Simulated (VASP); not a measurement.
Here is a VASP 6.6.1 calculation.

File INCAR:

```
SYSTEM = Hf
ALGO = Normal
EDIFF = 1E-6
ENCUT = 520
GGA = RE
ISIF = 2
ISMEAR = -1
LASPH = .TRUE.
LCHARG = .FALSE.
LREAL = .FALSE.
LWAVE = .FALSE.
NBANDS = 17
NELM = 100
PREC = Accurate
SIGMA = 0.1
```

Contents of KPOINTS:

```
k-points
0
G
  9 9 9
  0 0 0
```

POSCAR

```
Hf
1.0
    0.0000000000      3.4406713543      3.4406713543
    3.4406713543      0.0000000000      3.4406713543
    3.4406713543      3.4406713543      0.0000000000
Hf
2
Direct
    0.1250000000      0.1250000000      0.1250000000
    0.8750000000      0.8750000000      0.8750000000
```

Potentials or basis: VASP PAW PBE potentials, release 64 (Hf_pv).

Launch:

```sh
$ cat potpaw_PBE.64/Hf_pv/POTCAR > POTCAR
$ mpirun -np 1 vasp_std > vasp.out
```

(1) Estimate the band gap on the k mesh.

(2) Predict the pressure.

Answers

(1) zero (band 10 reaches 1.23 eV, above the bottom of band 11 at 0.79 eV).

(2) -3.1 GPa.

Caveat: the PAW data sets were made with another functional, which shifts forces and pressure a little; spin-orbit coupling is left out, which moves the levels of the heavy elements.
